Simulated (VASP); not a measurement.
BeS: single point with PBE

Crystal: BeS.

```
CELL_PARAMETERS angstrom
3.38975 0.00000 0.00000
-1.69487 2.93561 0.00000
0.00000 0.00000 7.54679
ATOMIC_POSITIONS crystal
Be 0.33333 0.66667 0.25000
Be 0.66667 0.33333 0.75000
S 0.66667 0.33333 0.25000
S 0.33333 0.66667 0.75000
```

This cell differs from its parent crystal: volume changed by -6%.

```yaml
Program: VASP 6.6.1
Task: single point
Functional: PBE
Potentials_or_basis: VASP PAW PBE potentials, release 64 (Be, S)
Cutoff: 520 eV
k_mesh: 9 × 9 × 4
Occupations: gaussian, width 0.01 eV
Spin: no spin polarisation
Dipole_correction: no
Further_INCAR_settings: ALGO = Normal; EDIFF = 1e-07; NBANDS = 16
```

```
Pressure               : 4.4 GPa
Band gap on the k mesh : 4.19 eV, indirect (least direct gap 4.30 eV)
```

Stress tensor (GPa, compression positive):
```
6.48 0.00 0.00
0.00 6.48 0.00
0.00 0.00 0.24
```

Levels at points of the mesh, in eV from the valence-band top:
```tsv
k point	band 6	band 7	band 8	band 9	band 10	band 11
(0.00, 0.00, 0.00)	-0.58	-0.49	-0.49	4.92	6.55	6.55
(0.00, 0.00, 0.50)	-0.54	-0.54	-0.54	6.60	6.60	6.65
```

Run time: 34 s on 1 thread of Intel(R) Xeon(R) Platinum 8488C (Sapphire Rapids) (shared host), peak memory 0.2 GiB.

 A k mesh can miss the band edges.
